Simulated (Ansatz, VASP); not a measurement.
## One calculation of C, two programs

```
CELL_PARAMETERS angstrom
2.25945 0.00000 0.00000
0.00000 2.25945 0.00000
0.00000 0.00000 2.06606
ATOMIC_POSITIONS crystal
C 0.50000 0.00000 0.99751
C 0.00000 0.50000 0.00249
```

Alike in both runs: task single point; functional PBE; k mesh 8 × 8 × 8; occupations gaussian, width 0.1 eV; no spin polarisation.

```csv
,VASP,Ansatz
version,VASP 6.6.1,Ansatz 0.2.0
potentials or method,"VASP PAW PBE potentials, release 64 (C), cutoff 600 eV","scalar-relativistic, plane waves, PAW"
valence electrons in the cell,8,8
```

```csv
,VASP,Ansatz,Ansatz less VASP
gap on the k mesh at the Fermi level (eV),none,none,-
rms of the force components (eV/Å),0.080,0.080,+0.0001
```

Atom by atom the forces differ by 0.000 eV/Å (rms over components). A gap of «none» marks a metal or a gap that the smearing closes.

The k mesh is coarse, so the values compare programs but aren't converged.
